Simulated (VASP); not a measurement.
Input of a VASP 6.6.1 run:

INCAR

```
SYSTEM = Mg3TiAs3
PREC = Accurate
ENCUT = 520
EDIFF = 1E-7
ISMEAR = 0
SIGMA = 0.1
LREAL = .False.
LASPH = .True.
NELM = 100
ALGO = Normal
ISIF = 2
LWAVE = .False.
LCHARG = .False.
GGA = PE
NBANDS = 26
```

The input KPOINTS:

```
regular mesh
0
Gamma
  4 4 4
  0 0 0
```

Contents of POSCAR:

```
Mg3TiAs3
1.0
    5.1781892300      0.0000000000      0.0000000000
    0.0000000000      5.1781892300      0.0000000000
    0.0000000000      0.0000000000      5.1781892300
Mg Ti As
3 1 3
Direct
    0.5000000000      0.5000000000      0.0000000000
    0.0000000000      0.5000000000      0.5000000000
    0.5000000000      0.0000000000      0.5000000000
    0.5000000000      0.5000000000      0.5000000000
    0.5000000000      0.0000000000      0.0000000000
    0.0000000000      0.5000000000      0.0000000000
    0.0000000000      0.0000000000      0.5000000000
```

Potentials or basis: VASP PAW PBE potentials, release 64 (Mg, Ti_sv, As).

Launch:

```bash
$ cat potpaw_PBE.64/Mg/POTCAR potpaw_PBE.64/Ti_sv/POTCAR potpaw_PBE.64/As/POTCAR > POTCAR
$ mpirun -np 1 vasp_std > vasp.out
```

(1) Estimate the pressure.

## Answers

(1) 10.6 GPa.
